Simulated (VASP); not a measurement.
Write the native input for VASP 6.6.1 that does the following.

* Task: single point
* Functional: PBEsol
* Potentials or basis: VASP PAW PBE potentials, release 64 (Mg, N, Cl)
* Cutoff: 520 eV
* k mesh: 9 × 9 × 9
* Occupations: gaussian, width 0.05 eV
* Spin: no spin polarisation
* Dipole correction: no
* Further INCAR settings: ALGO = Normal; EDIFF = 1e-07; NBANDS = 16

The structure of Mg2NCl lies in POSCAR:

```
Mg2NCl
1.0
    1.6606666161      0.9587863178      6.4832151600
   -1.6606666161      0.9587863178      6.4832151600
    0.0000000000     -1.9175726357      6.4832151600
Mg N Cl
2 1 1
Direct
    0.2228150000      0.2228150000      0.2228150000
    0.7771850000      0.7771850000      0.7771850000
    0.5000000000      0.5000000000      0.5000000000
    0.0000000000      0.0000000000      0.0000000000
```

This cell differs from its parent crystal: strain +0.000 along x and y, +0.080 along z.

The input as run:

INCAR

```
SYSTEM = Mg2NCl
ALGO = Normal
EDIFF = 1E-7
ENCUT = 520
GGA = PS
ISIF = 2
ISMEAR = 0
LASPH = .TRUE.
LCHARG = .TRUE.
LELF = .TRUE.
LREAL = .FALSE.
LVHAR = .TRUE.
LWAVE = .FALSE.
NBANDS = 16
NELM = 100
PREC = Accurate
SIGMA = 0.05
```

KPOINTS

```
k-points
0
G
  9 9 9
  0 0 0
```

Potentials or basis: VASP PAW PBE potentials, release 64 (Mg, N, Cl).

Run with:

```console
$ cat potpaw_PBE.64/Mg/POTCAR potpaw_PBE.64/N/POTCAR potpaw_PBE.64/Cl/POTCAR > POTCAR
$ mpirun -np 1 vasp_std > vasp.out
```

Results of the run:

The pressure is -7.5 GPa. The largest force is 0.675 eV/Å and the band gap on the k mesh is 1.17 eV.

Caveat: the cell differs from its parent crystal (strain +0.000 along x and y, +0.080 along z); the stress differs along the axes, from -14 to -4 GPa; the PAW data sets were made with another functional, which shifts forces and pressure a little.

Wall time 3.7 min on 1 thread of Intel(R) Xeon(R) Platinum 8375C CPU @ 2.90GHz (Ice Lake) (shared host), peak memory 0.39 GiB.
